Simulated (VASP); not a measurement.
# AgCl (I4mm) in VASP: notebook

Runs on AgCl. Level: LDA. Tasks: electric field gradients.

Everything below comes from runs of VASP 6.6.1. Logs are shortened: lines on timing, memory, paths and dates and some standing lists are left out, and cuts for length are marked.

## (1) The cell of the first run

The structure is tetragonal, space group I4mm (No. 107). The conventional cell has a = 3.868 Å, b = 3.868 Å, c = 5.470 Å, α = 90.00°, β = 90.00°, γ = 90.00°. Ag (site symmetry 4mm) has 1 Cl at 1.75 Å within 2.3 Å. Within 2.3 Å of Cl (site symmetry 4mm) lie 1 Ag at 1.75 Å.

## (2) Electric field gradients, LDA (shortest bond scaled by 0.64)

INCAR

```
SYSTEM = AgCl
PREC     = Accurate       ! precision mode
ENCUT    = 470            ! plane-wave cutoff, eV
EDIFF    = 1E-8           ! SCF threshold, eV
ISMEAR   = -1             ! smearing method
SIGMA    = 0.03           ! smearing width, eV
LREAL    = .False.        ! projectors in reciprocal space
LASPH    = .True.         ! aspherical terms in the spheres
NELM     = 120            ! most SCF steps
ALGO     = Normal         ! electronic algorithm
ISIF     = 2              ! what is computed and relaxed
LWAVE    = .False.        ! write WAVECAR
LCHARG   = .False.        ! write CHGCAR
GGA      = CA             ! functional
LEFG     = .True.       
NBANDS   = 20             ! bands
GGA_COMPAT= .False.
```

KPOINTS

```
regular mesh
0
Gamma
  7 7 7
  0 0 0
```

POSCAR

```
AgCl
1.0
    0.0000000000      2.7350000000      2.7350000000
    2.7350000000      0.0000000000      2.7350000000
    2.7350000000      2.7350000000      0.0000000000
Ag Cl
1 1
Direct
   -0.0900000000     -0.0900000000      0.0900000000
    0.5900000000      0.5900000000      0.4100000000
```

Potentials or basis: VASP PAW LDA potentials, release 64 (Ag_sv_GW, Cl).

Started as:

```bash
$ cat potpaw_LDA.64/Ag_sv_GW/POTCAR potpaw_LDA.64/Cl/POTCAR > POTCAR
$ mpirun -np 1 vasp_std > vasp.out
```

OUTCAR:

```text
SYSTEM = AgCl
   PREC = Accurate
   ENCUT = 470
   EDIFF = 1E-8
   ISMEAR = -1
   LREAL = .False.
   LASPH = .True.
   NELM = 120
   ISIF = 2
   GGA = CA

 ion  position               nearest neighbor table
   1  0.910  0.910  0.090-   2 1.75
   2  0.590  0.590  0.410-   1 1.75

  LATTYP: Found a face centered cubic cell.
 ALAT       =     5.4700000000

  Lattice vectors:

 A1 = (   0.0000000000,   2.7350000000,   2.7350000000)
 A2 = (   2.7350000000,   0.0000000000,   2.7350000000)
 A3 = (   2.7350000000,   2.7350000000,   0.0000000000)

Analysis of symmetry for initial positions (statically):
=====================================================================
 Subroutine PRICEL returns:
 Original cell was already a primitive cell.

 Routine SETGRP: Setting up the symmetry group for a
 face centered cubic supercell.

 Subroutine GETGRP returns: Found  8 space group operations
 (whereof  8 operations were pure point group operations)
 out of a pool of 48 trial point group operations.

The static configuration has the point symmetry C_4v.

Analysis of symmetry for dynamics (positions and initial velocities):
=====================================================================
 Subroutine PRICEL returns:
 Original cell was already a primitive cell.

 Routine SETGRP: Setting up the symmetry group for a
 face centered cubic supercell.

 Subroutine GETGRP returns: Found  8 space group operations
 (whereof  8 operations were pure point group operations)
 out of a pool of 48 trial point group operations.

The dynamic configuration has the point symmetry C_4v.

 Subroutine INISYM returns: Found  8 space group operations
 (whereof  8 operations are pure point group operations),
 and found     1 'primitive' translations

----------------------------------------------------------------------------------------

                                     Primitive cell

  volume of cell :      40.9168

  direct lattice vectors                    reciprocal lattice vectors
     0.000000000  2.735000000  2.735000000    -0.182815356  0.182815356  0.182815356
     2.735000000  0.000000000  2.735000000     0.182815356 -0.182815356  0.182815356
     2.735000000  2.735000000  0.000000000     0.182815356  0.182815356 -0.182815356

  length of vectors
     3.867874093  3.867874093  3.867874093     0.316645486  0.316645486  0.316645486

  position of ions in fractional coordinates (direct lattice)
     0.910000000  0.910000000  0.090000000
     0.590000000  0.590000000  0.410000000

  ion indices of the primitive-cell ions
   primitive index   ion index
                 1           1
                 2           2

----------------------------------------------------------------------------------------

 KPOINTS: regular mesh

Automatic generation of k-mesh.
 Grid dimensions read from file:
 generate k-points for:    7    7    7

 Generating k-lattice:

  Cartesian coordinates                     Fractional coordinates (reciprocal lattice)
    -0.026116479  0.026116479  0.026116479     0.142857143  0.000000000  0.000000000
     0.026116479 -0.026116479  0.026116479     0.000000000  0.142857143  0.000000000
     0.026116479  0.026116479 -0.026116479     0.000000000  0.000000000  0.142857143

  Length of vectors
     0.045235069  0.045235069  0.045235069

  Shift w.r.t. Gamma in fractional coordinates (k-lattice)
     0.000000000  0.000000000  0.000000000

 Subroutine IBZKPT returns following result:
 ===========================================

 Found     40 irreducible k-points:

 Following reciprocal coordinates:
            Coordinates               Weight
  0.000000  0.000000  0.000000      1.000000
  0.142857  0.000000  0.000000      8.000000
  0.285714  0.000000  0.000000      8.000000
  0.428571  0.000000  0.000000      8.000000
  0.142857  0.142857  0.000000      2.000000
  0.000000  0.142857  0.142857      4.000000
[... 16 lines left out ...]
 -0.285714  0.285714  0.000000      4.000000
  0.000000 -0.285714  0.285714      8.000000
 [... further k-points ...]
   k-points           NKPTS =     40   k-points in BZ     NKDIM =     40   number of bands    NBANDS=     20
   number of dos      NEDOS =    301   number of ions     NIONS =      2
   total plane-waves  NPLWV =  21952
   dimension x,y,z NGX =    28 NGY =   28 NGZ =   28
   dimension x,y,z NGXF=    56 NGYF=   56 NGZF=   56
   ions per type =               1   1
   NGX,Y,Z   is equivalent  to a cutoff of  12.03, 12.03, 12.03 a.u.
   NGXF,Y,Z  is equivalent  to a cutoff of  24.07, 24.07, 24.07 a.u.
 SYSTEM =  AgCl
   PREC   = accura    normal or accurate (medium, high low for compatibility)
   ISTART =      0    job   : 0-new  1-cont  2-samecut
   ICHARG =      2    charge: 1-file 2-atom 10-const
   ISPIN  =      1    spin polarized calculation?
   LNONCOLLINEAR =      F non collinear calculations
   LSORBIT =      F    spin-orbit coupling
   LASPH  =      T    aspherical Exc in radial PAW
   ENCUT  =  470.0 eV  34.54 Ry    5.88 a.u.   6.84  6.84  6.84*2*pi/ulx,y,z
   NELM   =    120;   NELMIN=  2; NELMDL= -5     # of ELM steps
   EDIFF  = 0.1E-07   stopping-criterion for ELM
   LREAL  =      F    real-space projection
   EDIFFG = 0.1E-06   stopping-criterion for IOM
   NSW    =      0    number of steps for IOM
   IBRION =     -1    ionic relax: 0-MD 1-quasi-New 2-CG
   NFREE  =      0    steps in history (QN), initial steepest desc. (CG)
   ISIF   =      2    stress and relaxation
   ISYM   =      2    0-nonsym 1-usesym 2-fastsym
   POTIM  = 0.5000    time-step for ionic-motion
   TEBEG  =    0.0;   TEEND  =   0.0 temperature during run
   PSTRESS=    0.0 pullay stress
   NELECT =      26.0000    total number of electrons
   NUPDOWN=      -1.0000    fix difference up-down
   EMIN   =  10.00;   EMAX   =-10.00  energy-range for DOS
   EFERMI =   0.00;   METHOD = LEGACY
   ISMEAR =    -1;   SIGMA  =   0.03  broadening in eV -4-tet -1-fermi 0-gaus
   EFERMI_NEDOS =   21; number of points for ismear=-14 and -15
   IALGO  =     38    algorithm
   IMIX   =      4    mixing-type and parameters
     AMIX     =   0.40;   BMIX     =  1.00
     AMIX_MAG =   1.60;   BMIX_MAG =  1.00
  volume/ion in A,a.u.               =      20.46       138.06
  Fermi-wavevector in a.u.,A,eV,Ry     =   1.407447  2.659689 26.951865  1.980906
  Thomas-Fermi vector in A             =   2.529705
   LORBIT       =      0    0 simple, 1 ext, 2 COOP (PROOUT), +10 PAW based schemes
   GGA     = CA    functional components
   LHFCALC =     F    Hartree Fock is set to
   AEXX    =    0.0000 exact exchange contribution
   IVDW    =     0    specifies the selected vdW correction
   LEPSILON=     F    determine dielectric tensor
   LRPA    =     F    only Hartree local field effects (RPA)
 non-spin polarized calculation
  energy-cutoff  :      470.00
  volume of cell :       40.92
 maximum number of plane-waves:       958
   NGX = 13   NGY = 13   NGZ = 13

 number of electron      26.0000005 magnetization

 Free energy of the ion-electron system (eV)
  ---------------------------------------------------
  ext. energy  EPLUGINS =         0.00000000
  ---------------------------------------------------
  free energy    TOTEN  =        -0.41601484 eV

  energy without entropy =       -0.41601484  energy(sigma->0) =       -0.41601484

 E-fermi :   4.9433     XC(G=0): -10.6188

 val. band max:        4.1442197972   @ k =   0.0000   0.1429   0.1429
 cond. band min:       5.6343237139   @ k =   0.0000   0.0000   0.0000
 fundamental gap:      1.4901039167
 Fermi energy:         4.9433369856

 k-point     1 :       0.0000    0.0000    0.0000
  band No.  band energies     occupation
      1     -87.2115      2.00000
      2     -51.7292      2.00000
      3     -50.7667      2.00000
      4     -50.7667      2.00000
      5     -12.7370      2.00000
      6      -3.5754      2.00000
[... 12 lines left out ...]
     19      17.0235      0.00000
     20      17.4046      0.00000

 k-point     2 :       0.1429    0.0000    0.0000
  band No.  band energies     occupation
      1     -87.2113      2.00000
      2     -51.7293      2.00000
      3     -50.7668      2.00000
      4     -50.7665      2.00000
      5     -12.6735      2.00000
      6      -3.5609      2.00000
[... 12 lines left out ...]
     19      16.1894      0.00000
     20      17.2671      0.00000
[... 465 lines left out ...]
      3     -50.7698      2.00000
      4     -50.7682      2.00000
      5     -12.3800      2.00000
      6      -2.9314      2.00000
[... 12 lines left out ...]
     19      16.8800      0.00000
     20      19.3746      0.00000

 k-point    24 :       0.0000   -0.2857    0.2857
  band No.  band energies     occupation
      1     -87.2112      2.00000
      2     -51.7321      2.00000
      3     -50.7691      2.00000
      4     -50.7689      2.00000
      5     -12.3595      2.00000
      6      -3.3688      2.00000
[... 12 lines left out ...]
     19      17.3837      0.00000
     20      19.6284      0.00000

 [... further k-points ...]
[... 5 lines left out ...]
  --------------------------------------------------------------------------------------
  -------------------------------------------------------------------------------------
  Total       -0.9190751     -0.9190751     35.3505992      0.0000000      0.0000000      0.0000000
  in kB      -35.9881570    -35.9881570   1384.2208119      0.0000000      0.0000000      0.0000000
  external PRESSURE =     437.4148327 kB  Pullay stress =       0.0000000 kB

 VOLUME and BASIS-vectors are now :
 -----------------------------------------------------------------------------
  energy-cutoff  :      470.00
  volume of cell :       40.92
      direct lattice vectors                 reciprocal lattice vectors
     0.000000000  2.735000000  2.735000000    -0.182815356  0.182815356  0.182815356
     2.735000000  0.000000000  2.735000000     0.182815356 -0.182815356  0.182815356
     2.735000000  2.735000000  0.000000000     0.182815356  0.182815356 -0.182815356

 POSITION                                       TOTAL-FORCE (eV/Angst)
 -----------------------------------------------------------------------------------
      2.73500      2.73500      4.97770         0.000000      0.000000     20.275787
      2.73500      2.73500      3.22730         0.000000      0.000000    -20.275787
 -----------------------------------------------------------------------------------
    total drift:                               -0.000001     -0.000001     -0.000736

  FREE ENERGIE OF THE ION-ELECTRON SYSTEM (eV)
  ---------------------------------------------------
  free  energy   TOTEN  =        -0.4160148372 eV

  energy  without entropy=       -0.4160148372  energy(sigma->0) =       -0.41601484

 Electric field gradients (V/A^2)
---------------------------------------------------------------------
 ion       V_xx      V_yy      V_zz      V_xy      V_xz      V_yz
---------------------------------------------------------------------
   1      64.042    64.042  -128.084    -0.004    -0.004    -0.004
   2      -1.751    -1.751     3.502    -0.001    -0.001    -0.001
---------------------------------------------------------------------

 Electric field gradients after diagonalization (V/A^2)
 (convention: |V_zz| > |V_xx| > |V_yy|)
----------------------------------------------------------------------
 ion       V_xx      V_yy      V_zz     asymmetry (V_yy - V_xx)/ V_zz
----------------------------------------------------------------------
   1      64.046    64.038  -128.084       0.000
   2      -1.752    -1.750     3.502       0.000
----------------------------------------------------------------------

           NMR quadrupolar parameters

 Cq : quadrupolar parameter    Cq=e*Q*V_zz/h
 eta: asymmetry parameters     (V_yy - V_xx)/ V_zz
 Q  : nuclear electric quadrupole moment in mb (millibarn)
----------------------------------------------------------------------
 ion       Cq(MHz)       eta       Q (mb)
----------------------------------------------------------------------
   1      -0.310       0.000       1.000
   2       0.008       0.000       1.000
----------------------------------------------------------------------
```

Run time: 33 s. Hardware: 1 thread of Intel Xeon Platinum 8375C at 2.90GHz (Ice Lake), shared host; peak memory 0.16 GiB.

Results:

- Free energy: -0.4160 eV
- Pressure: 43.7 GPa
- Largest force: 20.276 eV/Å
- Band gap on the k mesh: 1.49 eV (least direct gap 1.97 eV)
- Largest electric field gradient by atom: Ag -128.1; Cl +3.5 V/Å²

Forces in eV/Å, atoms in the order of the input:
```
Ag    0.000   0.000  20.276
Cl    0.000   0.000 -20.276
```

Stress tensor (GPa, compression positive):
```
 -3.60   0.00   0.00
  0.00  -3.60   0.00
  0.00   0.00 138.42
```

Electric field gradients, principal values (V/Å²):
```tsv
atom	least	middle	greatest (by size)
1 Ag	64.038	64.046	-128.084
2 Cl	-1.750	-1.752	3.502
```

Caveat: the cell differs from its parent crystal (shortest bond scaled by 0.64); the stress differs along the axes, from -4 to 138 GPa; without QUAD_EFG the Cq values of the log hold for a quadrupole moment of 1 mb, not for the nuclei; forces of over 1 eV/Å act on the atoms, so gaps and moduli don't describe the material at rest. A k mesh can miss the band edges.

(Part 1 of 2 ends here.)
